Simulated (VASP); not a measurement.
# CuF (P6_3/mmc) in VASP: a series of runs

Aim: see how the results for CuF move with the level of theory and the settings. Levels: LDA, PBE. Tasks: single point.

Everything below comes from runs of VASP 6.6.1. Logs are shortened: lines on timing, memory, paths and dates and some standing lists are left out, and cuts for length are marked.

## (1) The cell of the first run

It takes space group P6_3/mmc (No. 194, hexagonal). Conventional cell: a = 3.509 Å, b = 3.509 Å, c = 5.083 Å, α = 90.00°, β = 90.00°, γ = 120.00°. Cu (site symmetry -6m2) has 5 F at 2.03 to 2.54 Å within 2.7 Å. F (site symmetry -6m2) has 5 Cu at 2.03 to 2.54 Å within 2.7 Å.

## (2) Single point, LDA

Input file INCAR:

```
SYSTEM = CuF
ALGO = Normal
EDIFF = 1E-6
ENCUT = 520
ISIF = 2
ISMEAR = -1
LASPH = .TRUE.
LCHARG = .FALSE.
LREAL = .FALSE.
LWAVE = .FALSE.
NBANDS = 26
NELM = 60
PREC = Accurate
SIGMA = 0.02
```

Input file KPOINTS:

```
k-points
0
G
  12 12 6
  0 0 0
```

Input file POSCAR:

```
CuF
1.0
    3.5086571515      0.0000000000      0.0000000000
   -1.7543285757      3.0385862264      0.0000000000
    0.0000000000      0.0000000000      5.0825198637
Cu F
2 2
Direct
    0.3333333333      0.6666666667      0.2500000000
    0.6666666667      0.3333333333      0.7500000000
    0.6666666667      0.3333333333      0.2500000000
    0.3333333333      0.6666666667      0.7500000000
```

Potentials or basis: VASP PAW LDA potentials, release 64 (Cu, F).

Launch:

```sh
cat potpaw_LDA.64/Cu/POTCAR potpaw_LDA.64/F/POTCAR > POTCAR
mpirun -np 1 vasp_std > vasp.out
```

OUTCAR:

```text
SYSTEM = CuF
   EDIFF = 1E-6
   ENCUT = 520
   ISIF = 2
   ISMEAR = -1
   LASPH = .TRUE.
   LREAL = .FALSE.
   NELM = 60
   PREC = Accurate

 ion  position               nearest neighbor table
   1  0.333  0.667  0.250-   3 2.03   3 2.03   3 2.03
   2  0.667  0.333  0.750-   4 2.03   4 2.03   4 2.03
   3  0.667  0.333  0.250-   1 2.03   1 2.03   1 2.03
   4  0.333  0.667  0.750-   2 2.03   2 2.03   2 2.03

  LATTYP: Found a hexagonal cell.
 ALAT       =     3.5086571515
 C/A-ratio  =     1.4485655464

  Lattice vectors:

 A1 = (   3.5086571515,   0.0000000000,   0.0000000000)
 A2 = (  -1.7543285757,   3.0385862264,   0.0000000000)
 A3 = (   0.0000000000,   0.0000000000,   5.0825198637)

Analysis of symmetry for initial positions (statically):
=====================================================================
 Subroutine PRICEL returns:
 Original cell was already a primitive cell.

 Routine SETGRP: Setting up the symmetry group for a
 hexagonal supercell.

 Subroutine GETGRP returns: Found 24 space group operations
 (whereof 12 operations were pure point group operations)
 out of a pool of 24 trial point group operations.

The static configuration has the point symmetry D_3d.
 The point group associated with its full space group is D_6h.

Analysis of symmetry for dynamics (positions and initial velocities):
=====================================================================
 Subroutine PRICEL returns:
 Original cell was already a primitive cell.

 Routine SETGRP: Setting up the symmetry group for a
 hexagonal supercell.

 Subroutine GETGRP returns: Found 24 space group operations
 (whereof 12 operations were pure point group operations)
 out of a pool of 24 trial point group operations.

The dynamic configuration has the point symmetry D_3d.
 The point group associated with its full space group is D_6h.

 Subroutine INISYM returns: Found 24 space group operations
 (whereof 12 operations are pure point group operations),
 and found     1 'primitive' translations

----------------------------------------------------------------------------------------

                                     Primitive cell

  volume of cell :      54.1866

  direct lattice vectors                    reciprocal lattice vectors
     3.508657152  0.000000000  0.000000000     0.285009323  0.164550209  0.000000000
    -1.754328576  3.038586226  0.000000000     0.000000000  0.329100419  0.000000000
     0.000000000  0.000000000  5.082519864     0.000000000  0.000000000  0.196752797

  length of vectors
     3.508657152  3.508657152  5.082519864     0.329100419  0.329100419  0.196752797

  position of ions in fractional coordinates (direct lattice)
     0.333333333  0.666666667  0.250000000
     0.666666667  0.333333333  0.750000000
     0.666666667  0.333333333  0.250000000
     0.333333333  0.666666667  0.750000000

  ion indices of the primitive-cell ions
   primitive index   ion index
                 1           1
                 2           2
                 3           3
                 4           4

----------------------------------------------------------------------------------------

 KPOINTS: k-points

Automatic generation of k-mesh.
 Grid dimensions read from file:
 generate k-points for:   12   12    6

 Generating k-lattice:

  Cartesian coordinates                     Fractional coordinates (reciprocal lattice)
     0.023750777  0.013712517  0.000000000     0.083333333  0.000000000  0.000000000
     0.000000000  0.027425035  0.000000000     0.000000000  0.083333333  0.000000000
     0.000000000  0.000000000  0.032792133     0.000000000  0.000000000  0.166666667

  Length of vectors
     0.027425035  0.027425035  0.032792133

  Shift w.r.t. Gamma in fractional coordinates (k-lattice)
     0.000000000  0.000000000  0.000000000

 Subroutine IBZKPT returns following result:
 ===========================================

 Found     76 irreducible k-points:

 Following reciprocal coordinates:
            Coordinates               Weight
  0.000000  0.000000  0.000000      1.000000
  0.083333  0.000000  0.000000      6.000000
  0.166667  0.000000  0.000000      6.000000
  0.250000  0.000000  0.000000      6.000000
  0.333333  0.000000  0.000000      6.000000
  0.416667  0.000000  0.000000      6.000000
[... 16 lines left out ...]
  0.250000  0.000000  0.166667     12.000000
  0.333333  0.000000  0.166667     12.000000
 [... further k-points ...]
   k-points           NKPTS =     76   k-points in BZ     NKDIM =     76   number of bands    NBANDS=     26
   number of dos      NEDOS =    301   number of ions     NIONS =      4
   total plane-waves  NPLWV =  31360
   dimension x,y,z NGX =    28 NGY =   28 NGZ =   40
   dimension x,y,z NGXF=    56 NGYF=   56 NGZF=   80
   ions per type =               2   2
   NGX,Y,Z   is equivalent  to a cutoff of  13.27, 13.27, 13.08 a.u.
   NGXF,Y,Z  is equivalent  to a cutoff of  26.53, 26.53, 26.17 a.u.
 SYSTEM =  CuF
   PREC   = accura    normal or accurate (medium, high low for compatibility)
   ISTART =      0    job   : 0-new  1-cont  2-samecut
   ICHARG =      2    charge: 1-file 2-atom 10-const
   ISPIN  =      1    spin polarized calculation?
   LNONCOLLINEAR =      F non collinear calculations
   LSORBIT =      F    spin-orbit coupling
   LASPH  =      T    aspherical Exc in radial PAW
   ENCUT  =  520.0 eV  38.22 Ry    6.18 a.u.   6.52  6.52  9.45*2*pi/ulx,y,z
   NELM   =     60;   NELMIN=  2; NELMDL= -5     # of ELM steps
   EDIFF  = 0.1E-05   stopping-criterion for ELM
   LREAL  =      F    real-space projection
   EDIFFG = 0.1E-04   stopping-criterion for IOM
   NSW    =      0    number of steps for IOM
   IBRION =     -1    ionic relax: 0-MD 1-quasi-New 2-CG
   NFREE  =      0    steps in history (QN), initial steepest desc. (CG)
   ISIF   =      2    stress and relaxation
   ISYM   =      2    0-nonsym 1-usesym 2-fastsym
   POTIM  = 0.5000    time-step for ionic-motion
   TEBEG  =    0.0;   TEEND  =   0.0 temperature during run
   PSTRESS=    0.0 pullay stress
   NELECT =      36.0000    total number of electrons
   NUPDOWN=      -1.0000    fix difference up-down
   EMIN   =  10.00;   EMAX   =-10.00  energy-range for DOS
   EFERMI =   0.00;   METHOD = LEGACY
   ISMEAR =    -1;   SIGMA  =   0.02  broadening in eV -4-tet -1-fermi 0-gaus
   EFERMI_NEDOS =   21; number of points for ismear=-14 and -15
   IALGO  =     38    algorithm
   IMIX   =      4    mixing-type and parameters
     AMIX     =   0.40;   BMIX     =  1.00
     AMIX_MAG =   1.60;   BMIX_MAG =  1.00
  volume/ion in A,a.u.               =      13.55        91.42
  Fermi-wavevector in a.u.,A,eV,Ry     =   1.428494  2.699463 27.763988  2.040596
  Thomas-Fermi vector in A             =   2.548550
   LORBIT       =      0    0 simple, 1 ext, 2 COOP (PROOUT), +10 PAW based schemes
   GGA     = CA    functional components
   LHFCALC =     F    Hartree Fock is set to
   AEXX    =    0.0000 exact exchange contribution
   IVDW    =     0    specifies the selected vdW correction
   LEPSILON=     F    determine dielectric tensor
   LRPA    =     F    only Hartree local field effects (RPA)
 non-spin polarized calculation
  energy-cutoff  :      520.00
  volume of cell :       54.19
 maximum number of plane-waves:      1495
 NGX is ok and might be reduce to    28
   NGX = 13   NGY = 13   NGZ = 19

 number of electron      35.9999987 magnetization

 Free energy of the ion-electron system (eV)
  ---------------------------------------------------
  ext. energy  EPLUGINS =         0.00000000
  ---------------------------------------------------
  free energy    TOTEN  =       -16.91028699 eV

  energy without entropy =      -16.90520332  energy(sigma->0) =      -16.90774516

 E-fermi :   2.8372     XC(G=0): -10.6429

 val. band max:        2.8360146041   @ k =   0.0833   0.0833   0.1667
 cond. band min:       2.8392611970   @ k =   0.0833   0.0000   0.3333
 fundamental gap:      0.0032465929
 Fermi energy:         2.8371768340

 k-point     1 :       0.0000    0.0000    0.0000
  band No.  band energies     occupation
      1     -21.4516      2.00000
      2     -21.2016      2.00000
      3      -4.1010      2.00000
      4      -3.9219      2.00000
      5      -3.9219      2.00000
      6      -3.7248      2.00000
[... 18 lines left out ...]
     25      14.6506      0.00000
     26      17.0840      0.00000

 k-point     2 :       0.0833    0.0000    0.0000
  band No.  band energies     occupation
      1     -21.4403      2.00000
      2     -21.1982      2.00000
      3      -4.0728      2.00000
      4      -3.9671      2.00000
      5      -3.9181      2.00000
      6      -3.7950      2.00000
[... 18 lines left out ...]
     25      15.0247      0.00000
     26      17.2943      0.00000

 k-point     3 :       0.1667    0.0000    0.0000
  band No.  band energies     occupation
      1     -21.4095      2.00000
      2     -21.1897      2.00000
      3      -4.1075      2.00000
      4      -3.9908      2.00000
      5      -3.9392      2.00000
      6      -3.9036      2.00000
[... 18 lines left out ...]
     25      15.7323      0.00000
     26      15.7351      0.00000

 k-point     4 :       0.2500    0.0000    0.0000
  band No.  band energies     occupation
      1     -21.3655      2.00000
      2     -21.1800      2.00000
      3      -4.3126      2.00000
      4      -4.0666      2.00000
      5      -3.8778      2.00000
      6      -3.8625      2.00000
[... 18 lines left out ...]
     25      14.1547      0.00000
     26      16.5655      0.00000
[... 496 lines left out ...]
      1     -21.3943      2.00000
      2     -21.2039      2.00000
      3      -4.1790      2.00000
      4      -4.0052      2.00000
      5      -3.8882      2.00000
      6      -3.8319      2.00000
[... 18 lines left out ...]
     25      15.2552      0.00000
     26      15.3418      0.00000

 k-point    23 :       0.2500    0.0000    0.1667
  band No.  band energies     occupation
      1     -21.3524      2.00000
      2     -21.1918      2.00000
      3      -4.3549      2.00000
      4      -4.1528      2.00000
      5      -3.8587      2.00000
      6      -3.7320      2.00000
[... 18 lines left out ...]
     25      14.1924      0.00000
     26      15.8195      0.00000

 k-point    24 :       0.3333    0.0000    0.1667
  band No.  band energies     occupation
      1     -21.3067      2.00000
      2     -21.1831      2.00000
      3      -4.5309      2.00000
      4      -4.2529      2.00000
      5      -3.8249      2.00000
      6      -3.6014      2.00000
[... 18 lines left out ...]
     25      13.5032      0.00000
     26      16.0951      0.00000

 [... further k-points ...]
[... 5 lines left out ...]
  --------------------------------------------------------------------------------------
  -------------------------------------------------------------------------------------
  Total       -2.0597601     -2.0597601     -1.2595396     -0.0000000      0.0000000      0.0000000
  in kB      -60.9025742    -60.9025742    -37.2418141     -0.0000000      0.0000000      0.0000000
  external PRESSURE =     -53.0156542 kB  Pullay stress =       0.0000000 kB

 VOLUME and BASIS-vectors are now :
 -----------------------------------------------------------------------------
  energy-cutoff  :      520.00
  volume of cell :       54.19
      direct lattice vectors                 reciprocal lattice vectors
     3.508657152  0.000000000  0.000000000     0.285009323  0.164550209  0.000000000
    -1.754328576  3.038586226  0.000000000     0.000000000  0.329100419  0.000000000
     0.000000000  0.000000000  5.082519864     0.000000000  0.000000000  0.196752797

 POSITION                                       TOTAL-FORCE (eV/Angst)
 -----------------------------------------------------------------------------------
     -0.00000      2.02572      1.27063         0.000000     -0.000000      0.000000
      1.75433      1.01286      3.81189        -0.000000      0.000000      0.000000
      1.75433      1.01286      1.27063        -0.000000      0.000000     -0.000000
     -0.00000      2.02572      3.81189        -0.000000     -0.000000     -0.000000
 -----------------------------------------------------------------------------------
    total drift:                                0.000000      0.000000     -0.000000

  FREE ENERGIE OF THE ION-ELECTRON SYSTEM (eV)
  ---------------------------------------------------
  free  energy   TOTEN  =       -16.9102869883 eV

  energy  without entropy=      -16.9052033246  energy(sigma->0) =      -16.90774516
```

Wall time 62 s (1 thread of AMD EPYC 9R45 (Zen 5), shared host); peak memory 0.18 GiB.

Results:

```yaml
Free_energy: -16.9103 eV
Pressure: -5.3 GPa
Band_gap_on_the_k_mesh: zero (band 18 reaches 2.87 eV, above the bottom of band 19 at 2.82 eV)
```

Levels at points of the mesh, in eV from the Fermi level:
| k point | band 16 | band 17 | band 18 | band 19 | band 20 | band 21 |
| --- | --- | --- | --- | --- | --- | --- |
| (0.00, 0.00, 0.00) | 0.01 | 0.01 | 0.03 | 0.03 | 3.63 | 5.10 |
| (0.50, 0.00, 0.00) | -0.68 | -0.66 | -0.55 | 3.18 | 4.05 | 6.51 |
| (0.00, 0.00, 0.50) | 0.02 | 0.02 | 0.02 | 0.58 | 0.58 | 9.29 |
| (0.50, 0.00, 0.50) | -0.60 | -0.52 | -0.52 | 4.01 | 4.01 | 5.16 |

Caveat: semilocal functionals often make such compounds metallic where correlation or magnetic order opens a gap, which also shifts bond lengths.

## (3) Single point, PBE

This run uses another cell than the first one, of 14.93 Å³/atom, 1.102 times its volume.

Input file INCAR:

```
ALGO     = Normal         # electronic algorithm
EDIFF    = 1E-6           # SCF threshold, eV
ENCUT    = 520            # plane-wave cutoff, eV
GGA      = PE             # functional
ISIF     = 2              # what is computed and relaxed
ISMEAR   = -1             # smearing method
LASPH    = T              # aspherical terms in the spheres
LCHARG   = F              # write CHGCAR
LREAL    = F              # projectors in reciprocal space
LWAVE    = F              # write WAVECAR
NBANDS   = 26             # bands
NELM     = 100            # most SCF steps
PREC     = Accurate       # precision mode
SIGMA    = 0.02           # smearing width, eV
```

Input file KPOINTS:

```
k-points
0
Gamma
  12 12 6
```

Input file POSCAR:

```
CuF
1.0
    3.5358154456      0.0000000000      0.0000000000
   -1.7679077228      3.0621059989      0.0000000000
    0.0000000000      0.0000000000      5.5153185652
Cu F
2 2
Direct
    0.3333333333      0.6666666667      0.2500000000
    0.6666666667      0.3333333333      0.7500000000
    0.6666666667      0.3333333333      0.2500000000
    0.3333333333      0.6666666667      0.7500000000
```

Potentials or basis: VASP PAW PBE potentials, release 64 (Cu, F).

Launch:

```sh
cat potpaw_PBE.64/Cu/POTCAR potpaw_PBE.64/F/POTCAR > POTCAR
mpirun -np 1 vasp_std > vasp.out
```

Run time: 70 s. Hardware: 1 thread of AMD EPYC 9R45 (Zen 5), shared host; peak memory 0.21 GiB.

It converged, with:

| Property | Result |
| --- | --- |
| Free energy | -14.2931 eV |
| Pressure | 0.2 GPa |
| Band gap on the k mesh | zero (band 18 reaches 2.56 eV, above the bottom of band 19 at 2.52 eV) |

Stress tensor (GPa, compression positive):
```
 0.35  0.00  0.00
 0.00  0.35  0.00
 0.00  0.00 -0.10
```

Levels at points of the mesh, in eV from the Fermi level:
```
           k point  band 14  band 15  band 16  band 17  band 18  band 19  band 20  band 21  band 22  band 23
(0.00, 0.00, 0.00)    -0.90    -0.77     0.01     0.01     0.02     0.02     3.06     4.39    11.34    11.34
(0.50, 0.00, 0.00)    -0.86    -0.86    -0.72    -0.62    -0.54     3.12     4.06     6.24     6.86     6.93
(0.00, 0.00, 0.50)    -0.92     0.01     0.01     0.01     0.01     0.26     0.26     8.27     8.27    11.39
(0.50, 0.00, 0.50)    -0.84    -0.72    -0.72    -0.57    -0.57     3.90     3.90     4.91     4.91     9.06
```

Caveat: semilocal functionals often make such compounds metallic where correlation or magnetic order opens a gap, which also shifts bond lengths. With open d or f shells a metallic result of PBE can be an artefact of self-interaction; +U or a hybrid may open a gap.
